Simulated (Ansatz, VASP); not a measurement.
One calculation of Cu, two programs

```
Cu
1.0
     0.00000    1.81357    1.81357
     1.81357    0.00000    1.81357
     1.81357    1.81357    0.00000
Cu
1
Direct
  0.00000 0.00000 0.00000
```

Alike in both runs: functional PBE; k mesh 10 × 10 × 10; occupations gaussian, width 0.1 eV; no spin polarisation.

Ansatz relaxed the structure, and its values are those at the end. VASP's run is a single point on that final structure, the one shown.

```csv
,VASP,Ansatz
version,VASP 6.6.1,Ansatz 0.2.0
potentials or method,"VASP PAW PBE potentials, release 64 (Cu), cutoff 600 eV","scalar-relativistic, plane waves, PAW"
valence electrons in the cell,11,19
```

|  | VASP | Ansatz | Ansatz less VASP |
| --- | --- | --- | --- |
| gap on the k mesh at the Fermi level (eV) | none | none | - |
| pressure (GPa) | 1.2 | 0.3 | -0.84 |

A gap of «none» marks a metal or a gap that the smearing closes. The functional is the same, so the differences come from potentials, cutoffs and numerics. VASP's potentials hold 11 valence electrons a cell and Ansatz's 19, so a difference there can come from the potentials and not from the codes.
